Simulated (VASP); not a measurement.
# CuSi16 (a cell with a defect) in VASP: a series of runs

The runs below take CuSi16 (a cell with a defect) through single point, with PBE.

Program: VASP 6.6.1. These are calculated values, not measurements. Logs are shortened: lines on timing, memory, paths and dates and some standing lists are left out, and cuts for length are marked.

**1. The cell of the first run**

The cell holds a defect, 17 atoms: a = 7.679 Å, b = 7.679 Å, c = 7.679 Å, α = 60.00°, β = 60.00°, γ = 60.00°.

**2. Single point, PBE**

INCAR

```
SYSTEM = CuSi16
ALGO = Normal ; EDIFF = 1E-7
ENCUT = 520 ; GGA = PE
ISIF = 2 ; ISMEAR = -1
LASPH = .True. ; LCHARG = .True.
LELF = .True. ; LREAL = Auto
LVHAR = .True. ; LWAVE = .False.
NBANDS = 52 ; NELECT = 74.0
NELM = 60 ; PREC = Accurate
SIGMA = 0.02
```

KPOINTS

```
k-points
0
Gamma
  2 2 2
  0 0 0
```

POSCAR

```
CuSi16
1.0
    0.0000000000      5.4300000000      5.4300000000
    5.4300000000      0.0000000000      5.4300000000
    5.4300000000      5.4300000000      0.0000000000
Si Cu
16 1
Direct
    0.0488674033     -0.0478176796      0.0297697974
    0.1444751381      0.1033701657      0.1311049724
    0.0419521179     -0.0694843462      0.5073848987
    0.1296685083      0.0762983425      0.6466482505
   -0.0193830571      0.4791620626      0.0482780847
    0.1514364641      0.5409023941      0.1827808471
   -0.0174677716      0.4601565378      0.5415745856
    0.1278821363      0.5661878453      0.6519521179
    0.4976795580      0.0374401473     -0.0347882136
    0.6633977901      0.1231952118      0.1105985267
    0.4910957643      0.0518139963      0.4673388582
    0.6683701657      0.1344106814      0.5658103131
    0.4803683241      0.5345856354      0.0056353591
    0.6035911602      0.6606998158      0.1050828729
    0.4964825046      0.5113627993      0.4804972376
    0.5754696133      0.6795395948      0.6039042357
    0.7132228361      0.3045672192      0.7216022099
```

Potentials or basis: VASP PAW PBE potentials, release 64 (Si, Cu).

Started as:

```bash
> cat potpaw_PBE.64/Si/POTCAR potpaw_PBE.64/Cu/POTCAR > POTCAR
> mpirun -np 1 vasp_std > vasp.out
```

OUTCAR:

```text
SYSTEM = CuSi16
   EDIFF = 1E-7
   ENCUT = 520
   GGA = PE
   ISIF = 2
   ISMEAR = -1
   LASPH = .True.
   LREAL = Auto
   NELECT = 74.0
   NELM = 60
   PREC = Accurate

 ion  position               nearest neighbor table
   1  0.049  0.952  0.030-   2 2.20   4 2.43  10 2.44   6 2.59
   2  0.144  0.103  0.131-   1 2.20   9 2.25   5 2.38   3 2.38
   3  0.042  0.931  0.507-   8 2.30   4 2.35   2 2.38  12 2.41
   4  0.130  0.076  0.647-   3 2.35  11 2.36   7 2.41   1 2.43  17 2.68
   5  0.981  0.479  0.048-   6 2.34   2 2.38  14 2.41   8 2.50
   6  0.151  0.541  0.183-  13 2.18   7 2.28   5 2.34   1 2.59
   7  0.983  0.460  0.542-   8 2.27   6 2.28  17 2.36   4 2.41  16 2.62
   8  0.128  0.566  0.652-   7 2.27   3 2.30  15 2.36   5 2.50
   9  0.498  0.037  0.965-   2 2.25  14 2.37  10 2.51  12 2.52  17 2.63
  10  0.663  0.123  0.111-  11 2.27   1 2.44  17 2.50   9 2.51  13 2.60
  11  0.491  0.052  0.467-  10 2.27  12 2.28  16 2.35   4 2.36
  12  0.668  0.134  0.566-  11 2.28  17 2.38  15 2.39   3 2.41   9 2.52
  13  0.480  0.535  0.006-   6 2.18  14 2.19  16 2.53  10 2.60  17 2.81
  14  0.604  0.661  0.105-  13 2.19  15 2.36   9 2.37   5 2.41
  15  0.496  0.511  0.480-  16 2.35   8 2.36  14 2.36  12 2.39  17 2.49
  16  0.575  0.680  0.604-  15 2.35  11 2.35  17 2.35  13 2.53   7 2.62
  17  0.713  0.305  0.722-  16 2.35   7 2.36  12 2.38  15 2.49  10 2.50   9 2.63   4 2.68  13 2.81

  LATTYP: Found a face centered cubic cell.
 ALAT       =    10.8600000000

  Lattice vectors:

 A1 = (   0.0000000000,   5.4300000000,   5.4300000000)
 A2 = (   5.4300000000,   0.0000000000,   5.4300000000)
 A3 = (   5.4300000000,   5.4300000000,   0.0000000000)

Analysis of symmetry for initial positions (statically):
=====================================================================
 Subroutine PRICEL returns:
 Original cell was already a primitive cell.

 Routine SETGRP: Setting up the symmetry group for a
 face centered cubic supercell.

 Subroutine GETGRP returns: Found  1 space group operations
 (whereof  1 operations were pure point group operations)
 out of a pool of 48 trial point group operations.

The static configuration has the point symmetry C_1 .

Analysis of symmetry for dynamics (positions and initial velocities):
=====================================================================
 Subroutine PRICEL returns:
 Original cell was already a primitive cell.

 Routine SETGRP: Setting up the symmetry group for a
 face centered cubic supercell.

 Subroutine GETGRP returns: Found  1 space group operations
 (whereof  1 operations were pure point group operations)
 out of a pool of 48 trial point group operations.

The dynamic configuration has the point symmetry C_1 .

 Subroutine INISYM returns: Found  1 space group operations
 (whereof  1 operations are pure point group operations),
 and found     1 'primitive' translations

----------------------------------------------------------------------------------------

                                     Primitive cell

  volume of cell :     320.2060

  direct lattice vectors                    reciprocal lattice vectors
     0.000000000  5.430000000  5.430000000    -0.092081031  0.092081031  0.092081031
     5.430000000  0.000000000  5.430000000     0.092081031 -0.092081031  0.092081031
     5.430000000  5.430000000  0.000000000     0.092081031  0.092081031 -0.092081031

  length of vectors
     7.679179644  7.679179644  7.679179644     0.159489025  0.159489025  0.159489025

  position of ions in fractional coordinates (direct lattice)
     0.048867403  0.952182320  0.029769797
     0.144475138  0.103370166  0.131104972
     0.041952118  0.930515654  0.507384899
     0.129668508  0.076298343  0.646648251
     0.980616943  0.479162063  0.048278085
     0.151436464  0.540902394  0.182780847
[... 9 lines left out ...]
     0.575469613  0.679539595  0.603904236
     0.713222836  0.304567219  0.721602210

  ion indices of the primitive-cell ions
   primitive index   ion index
                 1           1
                 2           2
                 3           3
                 4           4
                 5           5
                 6           6
[... 9 lines left out ...]
                16          16
                17          17

----------------------------------------------------------------------------------------

 KPOINTS: k-points

Automatic generation of k-mesh.
 Grid dimensions read from file:
 generate k-points for:    2    2    2

 Generating k-lattice:

  Cartesian coordinates                     Fractional coordinates (reciprocal lattice)
    -0.046040516  0.046040516  0.046040516     0.500000000  0.000000000  0.000000000
     0.046040516 -0.046040516  0.046040516     0.000000000  0.500000000  0.000000000
     0.046040516  0.046040516 -0.046040516     0.000000000  0.000000000  0.500000000

  Length of vectors
     0.079744512  0.079744512  0.079744512

  Shift w.r.t. Gamma in fractional coordinates (k-lattice)
     0.000000000  0.000000000  0.000000000

 Subroutine IBZKPT returns following result:
 ===========================================

 Found      8 irreducible k-points:

 Following reciprocal coordinates:
            Coordinates               Weight
  0.000000  0.000000  0.000000      1.000000
  0.500000  0.000000  0.000000      1.000000
  0.000000  0.500000  0.000000      1.000000
  0.000000  0.000000  0.500000      1.000000
  0.500000  0.500000  0.500000      1.000000
  0.500000  0.500000  0.000000      1.000000
  0.000000  0.500000  0.500000      1.000000
  0.500000  0.000000  0.500000      1.000000
   k-points           NKPTS =      8   k-points in BZ     NKDIM =      8   number of bands    NBANDS=     52
   number of dos      NEDOS =    301   number of ions     NIONS =     17
   total plane-waves  NPLWV = 216000
   dimension x,y,z NGX =    60 NGY =   60 NGZ =   60
   dimension x,y,z NGXF=   120 NGYF=  120 NGZF=  120
   ions per type =              16   1
   NGX,Y,Z   is equivalent  to a cutoff of  12.99, 12.99, 12.99 a.u.
   NGXF,Y,Z  is equivalent  to a cutoff of  25.98, 25.98, 25.98 a.u.
 SYSTEM =  CuSi16
   PREC   = accura    normal or accurate (medium, high low for compatibility)
   ISTART =      0    job   : 0-new  1-cont  2-samecut
   ICHARG =      2    charge: 1-file 2-atom 10-const
   ISPIN  =      1    spin polarized calculation?
   LNONCOLLINEAR =      F non collinear calculations
   LSORBIT =      F    spin-orbit coupling
   LASPH  =      T    aspherical Exc in radial PAW
   ENCUT  =  520.0 eV  38.22 Ry    6.18 a.u.  14.28 14.28 14.28*2*pi/ulx,y,z
   NELM   =     60;   NELMIN=  2; NELMDL= -5     # of ELM steps
   EDIFF  = 0.1E-06   stopping-criterion for ELM
   LREAL  =      T    real-space projection
   EDIFFG = 0.1E-05   stopping-criterion for IOM
   NSW    =      0    number of steps for IOM
   IBRION =     -1    ionic relax: 0-MD 1-quasi-New 2-CG
   NFREE  =      0    steps in history (QN), initial steepest desc. (CG)
   ISIF   =      2    stress and relaxation
   ISYM   =      2    0-nonsym 1-usesym 2-fastsym
   POTIM  = 0.5000    time-step for ionic-motion
   TEBEG  =    0.0;   TEEND  =   0.0 temperature during run
   PSTRESS=    0.0 pullay stress
   NELECT =      74.0000    total number of electrons
   NUPDOWN=      -1.0000    fix difference up-down
   EMIN   =  10.00;   EMAX   =-10.00  energy-range for DOS
   EFERMI =   0.00;   METHOD = LEGACY
   ISMEAR =    -1;   SIGMA  =   0.02  broadening in eV -4-tet -1-fermi 0-gaus
   EFERMI_NEDOS =   21; number of points for ismear=-14 and -15
   IALGO  =     38    algorithm
   IMIX   =      4    mixing-type and parameters
     AMIX     =   0.40;   BMIX     =  1.00
     AMIX_MAG =   1.60;   BMIX_MAG =  1.00
  volume/ion in A,a.u.               =      18.84       127.11
  Fermi-wavevector in a.u.,A,eV,Ry     =   1.004636  1.898488 13.732283  1.009294
  Thomas-Fermi vector in A             =   2.137265
   LORBIT       =      0    0 simple, 1 ext, 2 COOP (PROOUT), +10 PAW based schemes
   GGA     = PE    functional components
   LHFCALC =     F    Hartree Fock is set to
   AEXX    =    0.0000 exact exchange contribution
   IVDW    =     0    specifies the selected vdW correction
   LEPSILON=     F    determine dielectric tensor
   LRPA    =     F    only Hartree local field effects (RPA)
 non-spin polarized calculation
  energy-cutoff  :      520.00
  volume of cell :      320.21
 maximum number of plane-waves:      8646
 NGX is ok and might be reduce to    60
   NGX = 29   NGY = 29   NGZ = 29

 number of electron      73.9999996 magnetization

 Free energy of the ion-electron system (eV)
  ---------------------------------------------------
  ext. energy  EPLUGINS =         0.00000000
  ---------------------------------------------------
  free energy    TOTEN  =       -92.05181123 eV

  energy without entropy =      -92.05174105  energy(sigma->0) =      -92.05177614

 E-fermi :   6.4628     XC(G=0):  -9.6599

 val. band max:        6.3218751716   @ k =   0.0000   0.0000   0.0000
 cond. band min:       6.6036649052   @ k =   0.0000   0.0000   0.0000
 fundamental gap:      0.2817897336
 Fermi energy:         6.4627590233

 k-point     1 :       0.0000    0.0000    0.0000
  band No.  band energies     occupation
      1      -5.8936      2.00000
      2      -3.6249      2.00000
      3      -3.5098      2.00000
      4      -3.4961      2.00000
      5      -3.3426      2.00000
      6      -2.0514      2.00000
[... 41 lines left out ...]
     48       8.4900      0.00000
     49       8.7536      0.00000

 k-point     2 :       0.5000    0.0000    0.0000
  band No.  band energies     occupation
      1      -5.2077      2.00000
      2      -4.9566      2.00000
      3      -3.4691      2.00000
      4      -3.3338      2.00000
      5      -3.1150      2.00000
      6      -3.0774      2.00000
[... 304 lines left out ...]
 k-point     8 :       0.5000    0.0000    0.5000
  band No.  band energies     occupation
      1      -4.8993      2.00000
      2      -4.7739      2.00000
      3      -3.9982      2.00000
      4      -3.8267      2.00000
      5      -3.6400      2.00000
      6      -3.6019      2.00000
[... 41 lines left out ...]
     48      10.2493      0.00000
     49      10.4351      0.00000
 [bands above 49 left out]

------------------------ aborting loop because EDIFF is reached ----------------------------------------

  FORCE on cell =-STRESS in cart. coord.  units (eV):
  Direction    XX          YY          ZZ          XY          YZ          ZX
  --------------------------------------------------------------------------------------
  -------------------------------------------------------------------------------------
  Total       -2.4268542     -5.5703251     -2.1998898      2.4500503      4.8897797      3.3224818
  in kB      -12.1429663    -27.8715831    -11.0073310     12.2590295     24.4664180     16.6243131
  external PRESSURE =     -17.0072935 kB  Pullay stress =       0.0000000 kB

 VOLUME and BASIS-vectors are now :
 -----------------------------------------------------------------------------
  energy-cutoff  :      520.00
  volume of cell :      320.21
      direct lattice vectors                 reciprocal lattice vectors
     0.000000000  5.430000000  5.430000000    -0.092081031  0.092081031  0.092081031
     5.430000000  0.000000000  5.430000000     0.092081031 -0.092081031  0.092081031
     5.430000000  5.430000000  0.000000000     0.092081031  0.092081031 -0.092081031

 POSITION                                       TOTAL-FORCE (eV/Angst)
 -----------------------------------------------------------------------------------
      5.33200      0.42700      5.43570        -1.555180     -1.401122     -1.833907
      1.27320      1.49640      1.34580         1.752197      0.333629      0.331090
      7.80780      2.98290      5.28050         0.423933     -0.928546      0.479142
      3.92560      4.21540      1.11840         0.644252      0.517943     -0.110702
      2.86400      5.58690      7.92660        -1.112487     -0.774706      0.371481
      3.92960      1.81480      3.75940         1.401554     -2.145950     -0.263297
[... 9 lines left out ...]
      6.96910      6.40400      6.81470         0.411783      1.317463      0.029825
      5.57210      7.79110      5.52660         0.264476      0.478027     -0.383604
 -----------------------------------------------------------------------------------
    total drift:                                0.003706      0.001508     -0.007401

  FREE ENERGIE OF THE ION-ELECTRON SYSTEM (eV)
  ---------------------------------------------------
  free  energy   TOTEN  =       -92.0518112325 eV

  energy  without entropy=      -92.0517410464  energy(sigma->0) =      -92.05177614
```

It took 4.3 min on 1 thread of Intel Xeon 6975P-C (Granite Rapids), shared host; peak memory 0.49 GiB.

What came out:

```
Free energy   : -92.0518 eV
Largest force : 3.320 eV/Å
```

Forces in eV/Å, atoms in the order of the input:
```
Si  -1.555 -1.401 -1.834
Si   1.752  0.334  0.331
Si   0.424 -0.929  0.479
Si   0.644  0.518 -0.111
Si  -1.112 -0.775  0.371
Si   1.402 -2.146 -0.263
Si   0.379 -0.636 -0.364
Si   0.979  1.275 -0.221
Si  -0.866  1.114  1.221
Si  -0.494 -0.883  0.625
Si  -0.249 -0.010 -0.907
Si   0.463  0.958 -0.478
Si  -3.299 -0.170  0.325
Si   0.897  1.629  1.290
Si  -0.040 -0.674 -0.111
Si   0.412  1.317  0.030
Cu   0.264  0.478 -0.384
```

Levels at points of the mesh, in eV from the Fermi level:
| k point | band 33 | band 34 | band 35 | band 36 | band 37 | band 38 | band 39 | band 40 | band 41 | band 42 |
| --- | --- | --- | --- | --- | --- | --- | --- | --- | --- | --- |
| (0.00, 0.00, 0.00) | -1.00 | -0.93 | -0.66 | -0.37 | -0.14 | 0.14 | 0.28 | 0.41 | 0.47 | 0.64 |
| (0.50, 0.00, 0.00) | -1.92 | -1.17 | -0.83 | -0.56 | -0.32 | 0.41 | 0.74 | 0.84 | 0.95 | 1.41 |
| (0.00, 0.50, 0.00) | -1.83 | -1.18 | -0.96 | -0.66 | -0.65 | 0.42 | 0.82 | 0.90 | 1.01 | 1.43 |
| (0.00, 0.00, 0.50) | -1.91 | -1.47 | -1.21 | -0.60 | -0.43 | 0.30 | 0.49 | 0.82 | 1.15 | 1.37 |
| (0.50, 0.50, 0.50) | -1.80 | -1.25 | -1.06 | -0.83 | -0.37 | 0.50 | 0.78 | 1.10 | 1.23 | 1.43 |
| (0.50, 0.50, 0.00) | -1.75 | -1.44 | -1.24 | -1.21 | -0.94 | 0.39 | 0.69 | 1.60 | 1.73 | 1.79 |
| (0.00, 0.50, 0.50) | -1.78 | -1.53 | -1.31 | -1.17 | -0.91 | 0.71 | 1.04 | 1.66 | 1.75 | 1.89 |
| (0.50, 0.00, 0.50) | -1.88 | -1.50 | -1.35 | -1.24 | -0.87 | 0.60 | 0.96 | 1.65 | 1.69 | 1.86 |

Caveat: the k points lie up to 0.50 Å⁻¹ apart; the cell carries a net charge on a neutralising background, which shifts energy and pressure; the cell is charged against a uniform background, so pressure and absolute levels hang on convention.

**3. Single point, PBE**

INCAR

```
PREC = Accurate
ENCUT = 520
EDIFF = 1E-7
ISMEAR = -1
SIGMA = 0.02
LREAL = Auto
LASPH = True
NELM = 100
ALGO = Normal
ISIF = 2
LWAVE = False
LCHARG = False
GGA = PE
NBANDS = 52
NELECT = 74.0
```

KPOINTS

```
Automatic mesh
0
Gamma
  2 2 2
```

POSCAR

```
CuSi16
1.0
    0.0000000000      5.4300000000      5.4300000000
    5.4300000000      0.0000000000      5.4300000000
    5.4300000000      5.4300000000      0.0000000000
Si Cu
16 1
Direct
    0.0190331492     -0.0267863720     -0.0011510129
    0.1845856354      0.0479005525      0.1463904236
    0.0094198895      0.0001749540      0.4780570902
    0.0858839779      0.1536556169      0.6267127072
    0.0556998158      0.4087384899      0.0064180479
    0.1322928177      0.5971178637      0.1252578269
   -0.0047974217      0.5304511971      0.4700644567
    0.1422283610      0.6104419890      0.6279926335
    0.5516022099     -0.0677716390      0.0127071823
    0.6098066298      0.1259944751      0.1354604052
    0.4342081031      0.0694751381      0.5095672192
    0.6294567219      0.1253499079      0.6254051565
    0.4879373849      0.5237384899     -0.0062615101
    0.6682965009      0.5597882136      0.1467679558
    0.5177808471      0.5022191529      0.4915745856
    0.6095027624      0.6721178637      0.6150092081
    0.6915561694      0.3086464088      0.7364364641
```

Potentials or basis: VASP PAW PBE potentials, release 64 (Si, Cu).

Started as:

```bash
> cat potpaw_PBE.64/Si/POTCAR potpaw_PBE.64/Cu/POTCAR > POTCAR
> mpirun -np 1 vasp_std > vasp.out
```

Wall time 3.9 min (1 thread of Intel Xeon 6975P-C (Granite Rapids), shared host); peak memory 0.49 GiB.

The run converged. Its results:

| Quantity | Value |
| --- | --- |
| Free energy | -92.1711 eV |
| Largest force | 3.356 eV/Å |

Forces in eV/Å, atoms in the order of the input:
```
Si   1.318 -0.326 -0.564
Si  -2.419 -1.915  0.601
Si   1.700  1.902 -2.181
Si   0.281 -0.521 -1.155
Si   1.414 -1.210  1.091
Si  -1.148 -1.795  0.195
Si   2.271  1.319 -0.944
Si  -0.093 -0.457 -0.304
Si   0.333 -0.224  0.967
Si  -0.745  0.732  0.678
Si  -2.106  1.446  0.952
Si  -0.921  0.496 -1.073
Si  -0.985  1.252  0.348
Si  -1.810 -0.786  1.178
Si   1.749 -0.332 -0.681
Si   0.447 -0.744  1.095
Cu   0.714  1.162 -0.204
```

Levels at points of the mesh, in eV from the Fermi level:
```tsv
k point	band 33	band 34	band 35	band 36	band 37	band 38	band 39	band 40	band 41	band 42
(0.00, 0.00, 0.00)	-0.93	-0.85	-0.67	-0.51	-0.10	0.10	0.25	0.39	0.54	0.68
(0.50, 0.00, 0.00)	-1.98	-1.21	-0.87	-0.75	-0.50	0.42	0.72	0.99	1.29	1.44
(0.00, 0.50, 0.00)	-1.87	-1.11	-0.87	-0.66	-0.59	0.24	0.88	1.01	1.19	1.40
(0.00, 0.00, 0.50)	-1.97	-1.05	-0.92	-0.62	-0.55	0.45	0.84	1.09	1.33	1.43
(0.50, 0.50, 0.50)	-1.89	-1.15	-0.96	-0.87	-0.54	0.37	0.67	0.87	1.15	1.28
(0.50, 0.50, 0.00)	-1.72	-1.58	-1.39	-1.08	-0.96	0.86	0.90	1.51	1.76	2.01
(0.00, 0.50, 0.50)	-1.73	-1.55	-1.39	-1.21	-0.94	0.44	0.86	1.52	1.71	1.92
(0.50, 0.00, 0.50)	-1.60	-1.58	-1.32	-1.26	-1.04	0.67	0.88	1.72	1.79	1.90
```

Caveat: the k points lie up to 0.50 Å⁻¹ apart; the cell carries a net charge on a neutralising background, which shifts energy and pressure; the cell is charged against a uniform background, so pressure and absolute levels hang on convention.
